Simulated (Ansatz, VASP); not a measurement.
**One calculation of KBr, two programs**

POSCAR

```
KBr
1.0
    0.0000000000      3.3024387198      3.3024387198
    3.3024387198      0.0000000000      3.3024387198
    3.3024387198      3.3024387198      0.0000000000
K Br
1 1
Direct
    0.0000000000      0.0000000000      0.0000000000
    0.5000000000      0.5000000000      0.5000000000
```

INCAR.step1

```
PREC     = Accurate       # precision mode
ENCUT    = 520            # plane-wave cutoff, eV
EDIFF    = 1E-5           # SCF threshold, eV
ISMEAR   = 0              # smearing method
SIGMA    = 0.01           # smearing width, eV
LREAL    = False          # projectors in reciprocal space
LASPH    = True           # aspherical terms in the spheres
NELM     = 100            # most SCF steps
ALGO     = Normal         # electronic algorithm
ISIF     = 2              # what is computed and relaxed
LWAVE    = True           # write WAVECAR
LCHARG   = False          # write CHGCAR
GGA      = PE             # functional
NBANDS   = 15             # bands
```

Contents of INCAR.step2:

```
PREC     = Accurate       # precision mode
ENCUT    = 520            # plane-wave cutoff, eV
EDIFF    = 1E-6           # SCF threshold, eV
ISMEAR   = 0              # smearing method
SIGMA    = 0.01           # smearing width, eV
LREAL    = False          # projectors in reciprocal space
LASPH    = True           # aspherical terms in the spheres
NELM     = 100            # most SCF steps
ALGO     = Normal         # electronic algorithm
ISIF     = 2              # what is computed and relaxed
LWAVE    = False          # write WAVECAR
LCHARG   = False          # write CHGCAR
GGA      = PE             # functional
LHFCALC  = True           # exact exchange
AEXX     = 0.25           # exact-exchange fraction
PRECFOCK = Normal       
ISTART   = 1            
NBANDS   = 15             # bands
```

The input KPOINTS:

```
regular mesh
0
Gamma
  4 4 4
```

Input for Ansatz:

```yaml
crystal:
  lattice:
    - [0.0, 3.3024387198, 3.3024387198]
    - [3.3024387198, 0.0, 3.3024387198]
    - [3.3024387198, 3.3024387198, 0.0]
  atoms:
    - { symbol: K, position: [0.0, 0.0, 0.0] }
    - { symbol: Br, position: [0.5, 0.5, 0.5] }
kpoints:
  mp_grid: { grid: [4, 4, 4] }
  band_path:
    path:
      - [0.0, 0.0, 0.0]
      - [0.5, 0.0, 0.5]
      - [0.625, 0.25, 0.625]
      - [0.375, 0.375, 0.75]
      - [0.5, 0.5, 0.5]
      - [0.5, 0.25, 0.75]
    npoints: 1
hamiltonian:
  xc: pbe0
scf:
  occupations: { method: fixed }
  n_extra_bands: 4
output:
  forces: true
  stress: true
  eigenvalues: true
  write_density: true
  write_potential: true
  elf: true
  volumetric_format: npy
```

Alike in both runs: task single point; functional PBE0; k mesh 4 × 4 × 4; no spin polarisation.

```csv
,VASP,Ansatz
version,VASP 6.6.1,Ansatz 0.2.0
potentials or method,"VASP PAW PBE potentials, release 64 (K_sv, Br)","plane waves, PAW"
plane-wave cutoff (eV),520,420
occupations,"gaussian, width 0.01 eV",fixed
valence electrons in the cell,16,16
```

Ansatz gave:

- gap on the k mesh at the Fermi level (eV): 6.31
- pressure (GPa): 0.4

**Question.** What did VASP give for the same quantities?

**Answer.** gap on the k mesh at the Fermi level (eV): 6.32; pressure (GPa): 0.4.

Ansatz's warnings: stress exchange threshold loose, stress scf threshold loose.
